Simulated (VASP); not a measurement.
A run of VASP 6.6.1 is set up as follows.

Contents of INCAR:

```
PREC = Accurate
ENCUT = 520
EDIFF = 1E-7
ISMEAR = 0
SIGMA = 0.05
LREAL = False
LASPH = True
NELM = 80
ALGO = Normal
ISIF = 2
LWAVE = False
LCHARG = False
NBANDS = 11
```

File KPOINTS:

```
Automatic mesh
0
Gamma
  12 12 12
```

The input POSCAR:

```
Pt
1.0
   -1.5842200000      1.5842200000      1.5842200000
    1.5842200000     -1.5842200000      1.5842200000
    1.5842200000      1.5842200000     -1.5842200000
Pt
1
Direct
    0.0000000000      0.0000000000      0.0000000000
```

Potentials or basis: VASP PAW LDA potentials, release 64 (Pt).

The run is started by

```sh
$ cat potpaw_LDA.64/Pt/POTCAR > POTCAR
$ mpirun -np 1 vasp_std > vasp.out
```

(1) What does it give for the band gap on the k mesh?

(2) What does it give for the pressure?

Answers

(1) zero (band 5 reaches 10.93 eV, above the bottom of band 6 at 8.82 eV).

(2) -15.7 GPa.

Caveat: spin-orbit coupling is left out, which moves the levels of the heavy elements.
